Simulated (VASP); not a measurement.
Write the native input for VASP 6.6.1 that does the following.

| Quantity | Value |
| --- | --- |
| Task | single point |
| Functional | PBE |
| Potentials or basis | VASP PAW PBE potentials, release 64 (Ba_sv, Ti_sv, O_h) |
| Cutoff | 910 eV |
| k mesh | 6 × 6 × 6 |
| Occupations | gaussian, width 0.05 eV |
| Spin | no spin polarisation |
| Dipole correction | no |
| Further INCAR settings | ALGO = Normal; EDIFF = 1e-06; NBANDS = 28 |

The structure of BaTiO3 lies in POSCAR:

```
BaTiO3
1.0
    3.9998000000      0.0000000000      0.0000000000
    0.0000000000      3.9998000000      0.0000000000
    0.0000000000      0.0000000000      4.0180000000
Ba Ti O
1 1 3
Direct
    0.0000000000      0.0000000000      0.0000829558
    0.5000000000      0.5000000000      0.4855818935
    0.5000000000      0.5000000000      0.0252809513
    0.5000000000      0.0000000000      0.5160270998
    0.0000000000      0.5000000000      0.5160270998
```

These files were run (other wordings do the same):

INCAR

```
SYSTEM = BaTiO3
PREC     = Accurate       ! precision mode
ENCUT    = 910            ! plane-wave cutoff, eV
EDIFF    = 1E-6           ! SCF threshold, eV
ISMEAR   = 0              ! smearing method
SIGMA    = 0.05           ! smearing width, eV
LREAL    = .False.        ! projectors in reciprocal space
LASPH    = .True.         ! aspherical terms in the spheres
NELM     = 120            ! most SCF steps
ALGO     = Normal         ! electronic algorithm
ISIF     = 2              ! what is computed and relaxed
LWAVE    = .False.        ! write WAVECAR
LCHARG   = .False.        ! write CHGCAR
GGA      = PE             ! functional
NBANDS   = 28             ! bands
GGA_COMPAT= .False.
```

KPOINTS

```
regular mesh
0
Gamma
  6 6 6
  0 0 0
```

Potentials or basis: VASP PAW PBE potentials, release 64 (Ba_sv, Ti_sv, O_h).

Launch:

```sh
$ cat potpaw_PBE.64/Ba_sv/POTCAR potpaw_PBE.64/Ti_sv/POTCAR potpaw_PBE.64/O_h/POTCAR > POTCAR
$ mpirun -np 1 vasp_std > vasp.out
```

It gave:

```yaml
Pressure: 4.6 GPa
Largest_force: 0.030 eV/Å
Band_gap_on_the_k_mesh: 1.80 eV (least direct gap 2.14 eV)
```

Caveat: the cutoff is under 1.25 times the usual one of these potentials, so pressure, stress and relaxed cells hold a basis-set (Pulay) error; the cell stands under pressure; spin-orbit coupling is left out, which moves the levels of the heavy elements.

Wall time 78 s on 1 thread of Intel(R) Xeon(R) 6975P-C (Granite Rapids), on a shared host, peak memory 0.35 GiB.
